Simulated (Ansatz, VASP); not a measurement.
**Two plane-wave programs on RbSr**

```
CELL_PARAMETERS angstrom
4.47872 0.00000 0.00000
0.00000 6.54885 0.00000
0.00000 0.00000 9.42388
ATOMIC_POSITIONS crystal
Rb 0.00000 0.00000 0.63285
Rb 0.50000 0.50000 0.36715
Sr 0.00000 0.00000 0.09798
Sr 0.50000 0.50000 0.90202
```

Change from the starting cell: the structure that the rattled cell fell into.

Alike in both runs: task single point; functional PBE; k mesh 4 × 4 × 2; occupations gaussian, width 0.1 eV; no spin polarisation.

|  | VASP | Ansatz |
| --- | --- | --- |
| version | VASP 6.6.1 | Ansatz 0.2.0 |
| potentials or method | VASP PAW PBE potentials, release 64 (Rb_sv, Sr_sv), cutoff 520 eV | scalar-relativistic, plane waves, PAW |
| valence electrons in the cell | 38 | 38 |

```csv
,VASP,Ansatz,Ansatz less VASP
gap on the k mesh at the Fermi level (eV),none,none,-
pressure (GPa),0.1,0.1,-0.01
"traceless stress, the component that is largest in VASP (GPa)",0.32,0.32,+0.005
```

A gap of «none» marks a metal or a gap that the smearing closes.
